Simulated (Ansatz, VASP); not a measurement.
CoPtO2: VASP beside Ansatz

```xyz
4
Lattice="1.4100 0.8141 5.9360 -1.4100 0.8141 5.9360 0.0000 -1.6281 5.9360" Properties=species:S:1:pos:R:3 pbc="T T T"
Co    0.0000    0.0000    8.9040
Pt    0.0000    0.0000    0.0000
O     0.0000    0.0000   15.8120
O     0.0000    0.0000    1.9960
```

Alike in both runs: functional PBE; k mesh 14 × 14 × 14; occupations gaussian, width 0.05 eV; no spin polarisation.

Ansatz relaxed the structure, and its values are those at the end. VASP's run is a single point on that final structure, the one shown.

|  | VASP | Ansatz |
| --- | --- | --- |
| version | VASP 6.6.1 | Ansatz 0.2.0 |
| potentials or method | VASP PAW PBE potentials, release 64 (Co, Pt, O) | scalar-relativistic, plane waves, PAW |
| plane-wave cutoff (eV) | 520 | 420 |
| valence electrons in the cell | 31 | 47 |

```tsv
	VASP	Ansatz	Ansatz less VASP
pressure (GPa)	7.4	7.3	-0.14
rms of the force components (eV/Å)	0.006	0.000	-0.0057
```

The functional is the same, so the differences come from potentials, cutoffs and numerics. VASP's potentials hold 31 valence electrons a cell and Ansatz's 47, so a difference there can come from the potentials and not from the codes. Ansatz's warnings: stress scf threshold loose.

Spin-orbit coupling is off throughout.
